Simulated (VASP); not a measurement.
# Si36C35 (a cell with a defect) in VASP: a series of runs, part 2 of 3

VASP 6.6.1.

## (3) Single point, PBE

File INCAR:

```
SYSTEM = Si36C35
PREC = Accurate ; ENCUT = 520
EDIFF = 1E-6 ; ISMEAR = 0
SIGMA = 0.01 ; LREAL = Auto
LASPH = .True. ; NELM = 80
ALGO = Normal ; ISIF = 2
LWAVE = .False. ; LCHARG = .True.
GGA = PE ; LELF = .True.
LVHAR = .True. ; NBANDS = 183
NELECT = 282.0
```

File KPOINTS:

```
regular mesh
0
Gamma
  1 1 1
  0 0 0
```

File POSCAR:

```
Si36C35
1.0
    4.6379047741     -8.0330867095      0.0000000000
   -9.2758095483      0.0000000000      0.0000000000
    0.0000000000      0.0000000000    -10.1485845858
Si C
36 35
Direct
    0.4444444444      0.5555555556      0.2747327598
    0.4444444444      0.5555555556      0.7502719998
    0.1106494327      0.5566810334      0.2517768345
    0.1108318789      0.5565369493      0.7498781106
    0.7793649340      0.5566810334      0.2517768345
    0.7790384037      0.5565369493      0.7498781106
    0.4433189666      0.2206350660      0.2517768345
    0.4434630507      0.2209615963      0.7498781106
    0.1106494327      0.2206350660      0.2517768345
    0.1108318789      0.2209615963      0.7498781106
    0.7777777778      0.2222222222      0.2509775481
    0.7777777778      0.2222222222      0.7489134417
    0.4433189666      0.8893505673      0.2517768345
    0.4434630507      0.8891681211      0.7498781106
    0.1111111111      0.8888888889      0.2508283056
    0.1111111111      0.8888888889      0.7495941350
    0.7793649340      0.8893505673      0.2517768345
    0.7790384037      0.8891681211      0.7498781106
    0.5610155534      0.4389844466     -0.0039020691
    0.5562286596      0.4437713404      0.5033354960
    0.2113022266      0.4389844466     -0.0039020691
    0.2208760141      0.4437713404      0.5033354960
    0.8878549393      0.4423765452     -0.0016127058
    0.8886123410      0.4438913487      0.5004027060
    0.5576234548      0.1121450607     -0.0016127058
    0.5561086513      0.1113876590      0.5004027060
    0.2215077375      0.1096821417     -0.0009459409
    0.2220241024      0.1107148715      0.5007279314
    0.8878549393      0.1121450607     -0.0016127058
    0.8886123410      0.1113876590      0.5004027060
    0.5610155534      0.7886977734     -0.0039020691
    0.5562286596      0.7791239859      0.5033354960
    0.2215077375      0.7784922625     -0.0009459409
    0.2220241024      0.7779758976      0.5007279314
    0.8903178583      0.7784922625     -0.0009459409
    0.8892851285      0.7779758976      0.5007279314
    0.4444444444      0.5555555556      0.5620477368
    0.1129529819      0.5570036787      0.0628105265
    0.1111880030      0.5553806654      0.5613133317
    0.7773840302      0.5570036787      0.0628105265
    0.7775259957      0.5553806654      0.5613133317
    0.4429963213      0.2226159698      0.0628105265
    0.4446193346      0.2224740043      0.5613133317
    0.1129529819      0.2226159698      0.0628105265
    0.1111880030      0.2224740043      0.5613133317
    0.7777777778      0.2222222222      0.0614541103
    0.7777777778      0.2222222222      0.5610879733
    0.4429963213      0.8870470181      0.0628105265
    0.4446193346      0.8888119970      0.5613133317
    0.1111111111      0.8888888889      0.0615490292
    0.1111111111      0.8888888889      0.5615326730
    0.7773840302      0.8870470181      0.0628105265
    0.7775259957      0.8888119970      0.5613133317
    0.5560817905      0.4439182095      0.3114872412
    0.5554907493      0.4445092507      0.8117045091
    0.2211697524      0.4439182095      0.3114872412
    0.2223518348      0.4445092507      0.8117045091
    0.8888874818      0.4444416304      0.3115927083
    0.8888899895      0.4444466458      0.8110718833
    0.5555583696      0.1111125182      0.3115927083
    0.5555533542      0.1111100105      0.8110718833
    0.2221468710      0.1109604087      0.3116945679
    0.2221630118      0.1109926903      0.8111258776
    0.8888874818      0.1111125182      0.3115927083
    0.8888899895      0.1111100105      0.8110718833
    0.5560817905      0.7788302476      0.3114872412
    0.5554907493      0.7776481652      0.8117045091
    0.2221468710      0.7778531290      0.3116945679
    0.2221630118      0.7778369882      0.8111258776
    0.8890395913      0.7778531290      0.3116945679
    0.8890073097      0.7778369882      0.8111258776
```

Potentials or basis: VASP PAW PBE potentials, release 64 (Si, C).

On the command line:

```sh
cat potpaw_PBE.64/Si/POTCAR potpaw_PBE.64/C/POTCAR > POTCAR
mpirun -np 1 vasp_gam > vasp.out
```

OUTCAR:

```text
SYSTEM = Si36C35
   PREC = Accurate
   ENCUT = 520
   EDIFF = 1E-6
   ISMEAR = 0
   LREAL = Auto
   LASPH = .True.
   NELM = 80
   ISIF = 2
   GGA = PE
   NELECT = 282.0

 ion  position               nearest neighbor table
   1  0.444  0.556  0.275-  56 1.83  66 1.83  54 1.83  22 2.93  32 2.93  20 2.93   3 3.11  13 3.11
                            17 3.11   9 3.11   5 3.11   7 3.11
   2  0.444  0.556  0.750-  57 1.89  67 1.89  55 1.89  37 1.91  22 3.08  32 3.08  20 3.08   4 3.10
                            14 3.10  18 3.10  10 3.10   6 3.10   8 3.10  21 3.12  31 3.12  19 3.12
   3  0.111  0.557  0.252-  68 1.88  58 1.88  56 1.89  38 1.92   5 3.07  15 3.08  13 3.09  34 3.09
                            24 3.09  11 3.10   1 3.11   9 3.12  22 3.12  33 3.12  21 3.13  23 3.13
   4  0.111  0.557  0.750-  69 1.88  59 1.89  57 1.90  39 1.91  21 3.05  22 3.08   6 3.08  16 3.08
                            14 3.09  34 3.09  23 3.09  33 3.09  12 3.10  24 3.10   2 3.10  10 3.11
   5  0.779  0.557  0.252-  70 1.88  58 1.88  54 1.89  40 1.92   3 3.07  15 3.08  17 3.09  36 3.09
                            24 3.09  11 3.10   1 3.11   7 3.12  20 3.12  35 3.12  19 3.13  23 3.13
   6  0.779  0.557  0.750-  71 1.88  59 1.89  55 1.90  41 1.91  19 3.05  20 3.08   4 3.08  16 3.08
                            18 3.09  36 3.09  23 3.09  35 3.09  12 3.10  24 3.10   2 3.10   8 3.11
   7  0.443  0.221  0.252-  62 1.88  60 1.88  54 1.89  42 1.92  13 3.07  15 3.08   9 3.09  28 3.09
                            26 3.09  11 3.10   1 3.11   5 3.12  20 3.12  27 3.12  19 3.13  25 3.13
   8  0.443  0.221  0.750-  63 1.88  61 1.89  55 1.90  43 1.91  19 3.05  20 3.08  14 3.08  16 3.08
                            10 3.09  28 3.09  25 3.09  27 3.09  12 3.10  26 3.10   2 3.10   6 3.11
   9  0.111  0.221  0.252-  62 1.88  64 1.88  56 1.89  44 1.92  17 3.07  15 3.08   7 3.09  28 3.09
[... 88 lines left out ...]
  70  0.889  0.778  0.312-  17 1.88   5 1.88  15 1.89  36 1.92
  71  0.889  0.778  0.811-  18 1.88   6 1.88  16 1.89  35 1.91

  LATTYP: Found a hexagonal cell.
 ALAT       =     9.2758095483
 C/A-ratio  =     1.0940915219

  Lattice vectors:

 A1 = (   4.6379047741,  -8.0330867095,   0.0000000000)
 A2 = (  -9.2758095483,   0.0000000000,   0.0000000000)
 A3 = (   0.0000000000,   0.0000000000, -10.1485845858)

Analysis of symmetry for initial positions (statically):
=====================================================================
 Subroutine PRICEL returns:
 Original cell was already a primitive cell.

 Routine SETGRP: Setting up the symmetry group for a
 hexagonal supercell.

 Subroutine GETGRP returns: Found  6 space group operations
 (whereof  2 operations were pure point group operations)
 out of a pool of 24 trial point group operations.

The static configuration has the point symmetry C_1h.
 The point group associated with its full space group is C_3v.

Analysis of symmetry for dynamics (positions and initial velocities):
=====================================================================
 Subroutine PRICEL returns:
 Original cell was already a primitive cell.

 Routine SETGRP: Setting up the symmetry group for a
 hexagonal supercell.

 Subroutine GETGRP returns: Found  6 space group operations
 (whereof  2 operations were pure point group operations)
 out of a pool of 24 trial point group operations.

The dynamic configuration has the point symmetry C_1h.
 The point group associated with its full space group is C_3v.

 Subroutine INISYM returns: Found  6 space group operations
 (whereof  2 operations are pure point group operations),
 and found     1 'primitive' translations

----------------------------------------------------------------------------------------

                                     Primitive cell

[... 192 lines left out ...]
   NGX,Y,Z   is equivalent  to a cutoff of  12.55, 12.55, 13.10 a.u.
   NGXF,Y,Z  is equivalent  to a cutoff of  25.09, 25.09, 26.21 a.u.
 SYSTEM =  Si36C35
   PREC   = accura    normal or accurate (medium, high low for compatibility)
[... 18 lines left out ...]
   PSTRESS=    0.0 pullay stress
   NELECT =     282.0000    total number of electrons
   NUPDOWN=      -1.0000    fix difference up-down
   EMIN   =  10.00;   EMAX   =-10.00  energy-range for DOS
   EFERMI =   0.00;   METHOD = LEGACY
   ISMEAR =     0;   SIGMA  =   0.01  broadening in eV -4-tet -1-fermi 0-gaus
   EFERMI_NEDOS =   21; number of points for ismear=-14 and -15
   IALGO  =     38    algorithm
   IMIX   =      4    mixing-type and parameters
     AMIX     =   0.40;   BMIX     =  1.00
     AMIX_MAG =   1.60;   BMIX_MAG =  1.00
  volume/ion in A,a.u.               =      10.65        71.88
  Fermi-wavevector in a.u.,A,eV,Ry     =   1.178360  2.226777 18.892125  1.388532
  Thomas-Fermi vector in A             =   2.314690
   LORBIT       =      0    0 simple, 1 ext, 2 COOP (PROOUT), +10 PAW based schemes
   GGA     = PE    functional components
   LHFCALC =     F    Hartree Fock is set to
   AEXX    =    0.0000 exact exchange contribution
   IVDW    =     0    specifies the selected vdW correction
   LEPSILON=     F    determine dielectric tensor
   LRPA    =     F    only Hartree local field effects (RPA)
 non-spin polarized calculation
 Gauss-broadening in eV      SIGMA  =   0.01
  energy-cutoff  :      520.00
  volume of cell :      756.21
 maximum number of plane-waves:     10189
 NGX is ok and might be reduce to    70
   NGX = 35   NGY = 35   NGZ = 37

 number of electron     282.0000005 magnetization

 Free energy of the ion-electron system (eV)
  ---------------------------------------------------
  ext. energy  EPLUGINS =         0.00000000
  ---------------------------------------------------
  free energy    TOTEN  =      -539.62105672 eV

  energy without entropy =     -539.62105672  energy(sigma->0) =     -539.62105672

 E-fermi :   8.0596     XC(G=0): -11.1791

 val. band max:        7.9486832981   @ k =   0.0000   0.0000   0.0000
 cond. band min:       9.9253105879   @ k =   0.0000   0.0000   0.0000
 fundamental gap:      1.9766272898
 Fermi energy:         8.0596485783

 k-point     1 :       0.0000    0.0000    0.0000
  band No.  band energies     occupation
      1      -7.3617      2.00000
      2      -6.2572      2.00000
      3      -6.1582      2.00000
      4      -5.6280      2.00000
      5      -5.6280      2.00000
      6      -5.5499      2.00000
[... 145 lines left out ...]
    152      11.4584      0.00000
    153      11.7531      0.00000
 [bands above 153 left out]

------------------------ aborting loop because EDIFF is reached ----------------------------------------

  FORCE on cell =-STRESS in cart. coord.  units (eV):
  Direction    XX          YY          ZZ          XY          YZ          ZX
  --------------------------------------------------------------------------------------
  -------------------------------------------------------------------------------------
  Total      -14.5339790    -14.5339790    -28.4925520     -0.0000000      0.0000000      0.0000000
  in kB      -30.7932380    -30.7932380    -60.3673593     -0.0000000      0.0000000      0.0000000
  external PRESSURE =     -40.6512784 kB  Pullay stress =       0.0000000 kB

 VOLUME and BASIS-vectors are now :
 -----------------------------------------------------------------------------
  energy-cutoff  :      520.00
  volume of cell :      756.21
      direct lattice vectors                 reciprocal lattice vectors
     4.637904774 -8.033086709  0.000000000     0.000000000 -0.124485150  0.000000000
    -9.275809548  0.000000000  0.000000000    -0.107807302 -0.062242575  0.000000000
     0.000000000  0.000000000-10.148584586     0.000000000  0.000000000 -0.098535908

 POSITION                                       TOTAL-FORCE (eV/Angst)
 -----------------------------------------------------------------------------------
     -3.09194     -3.57026     -2.78815        -0.000000      0.000000     -0.007720
     -3.09194     -3.57026     -7.61420        -0.000000      0.000000      0.002571
     -4.65049     -0.88886     -2.55518        -0.000831      0.000644      0.003289
     -4.64830     -0.89032     -7.61020         0.000841      0.000669     -0.002278
     -1.54905     -6.26071     -2.55518         0.000142     -0.001042      0.003289
     -1.54922     -6.25808     -7.61020         0.001000      0.000394     -0.002278
[... 63 lines left out ...]
     -3.09194     -7.14173     -3.16326        -0.000000     -0.000471     -0.002182
     -3.09194     -7.14147     -8.23178         0.000000      0.000068     -0.000022
 -----------------------------------------------------------------------------------
    total drift:                               -0.000022      0.000013     -0.011122

  FREE ENERGIE OF THE ION-ELECTRON SYSTEM (eV)
  ---------------------------------------------------
  free  energy   TOTEN  =      -539.6210567212 eV

  energy  without entropy=     -539.6210567212  energy(sigma->0) =     -539.62105672
```

Wall time 3.7 min (1 thread of Intel Xeon Platinum 8488C (Sapphire Rapids), shared host); peak memory 0.73 GiB.

Results:

| Item | Value |
| --- | --- |
| Free energy | -539.6211 eV |
| Largest force | 0.012 eV/Å |

Forces on the atoms (eV/Å):
```
Si   0.000  0.000 -0.008
Si   0.000  0.000  0.003
Si  -0.001  0.001  0.003
Si   0.001  0.001 -0.002
Si   0.000 -0.001  0.003
Si   0.001  0.000 -0.002
Si   0.001  0.000  0.003
Si   0.000 -0.001 -0.002
Si   0.001  0.001  0.003
Si  -0.001  0.001 -0.002
Si   0.000  0.000  0.006
Si   0.000  0.000  0.000
Si  -0.001  0.000  0.003
Si   0.000 -0.001 -0.002
Si   0.000  0.000  0.003
Si   0.000  0.000  0.000
Si   0.000 -0.001  0.003
Si  -0.001  0.000 -0.002
Si   0.002 -0.001  0.006
Si  -0.003  0.002 -0.004
Si   0.000  0.003  0.006
Si   0.000 -0.003 -0.004
Si   0.004  0.002  0.001
Si  -0.002 -0.001 -0.004
Si   0.000 -0.005  0.001
Si   0.000  0.002 -0.004
Si   0.001  0.000 -0.002
Si   0.000  0.000 -0.001
Si  -0.004  0.002  0.001
Si   0.002 -0.001 -0.004
Si  -0.002 -0.001  0.006
Si   0.003  0.002 -0.004
Si  -0.001  0.000 -0.002
Si   0.000  0.000 -0.001
Si   0.000 -0.001 -0.002
Si   0.000  0.000 -0.001
C    0.000  0.000  0.004
C   -0.002 -0.005 -0.001
C    0.000  0.001  0.001
C   -0.006  0.001 -0.001
C    0.001  0.000  0.001
C   -0.003  0.004 -0.001
C    0.001 -0.001  0.001
C    0.002 -0.005 -0.001
C    0.000  0.001  0.001
C    0.000  0.000 -0.006
C    0.000  0.000  0.003
C    0.003  0.004 -0.001
C   -0.001 -0.001  0.001
C    0.000  0.000 -0.005
C    0.000  0.000 -0.002
C    0.006  0.001 -0.001
C   -0.001  0.000  0.001
C    0.010 -0.006  0.003
C   -0.001  0.001  0.005
C    0.000  0.011  0.003
C    0.000 -0.001  0.005
C    0.001  0.000 -0.001
C    0.000  0.000 -0.002
C    0.000 -0.001 -0.001
C    0.000  0.000 -0.002
C    0.000  0.000 -0.002
C    0.000  0.000  0.000
C   -0.001  0.000 -0.001
C    0.000  0.000 -0.002
C   -0.010 -0.006  0.003
C    0.001  0.001  0.005
C    0.000  0.000 -0.002
C    0.000  0.000  0.000
C    0.000  0.000 -0.002
C    0.000  0.000  0.000
```

Caveat: the k points lie up to 0.78 Å⁻¹ apart; the cell carries a net charge on a neutralising background, which shifts energy and pressure; the cell is charged against a uniform background, so pressure and absolute levels hang on convention.

[end of part 2 of 3]
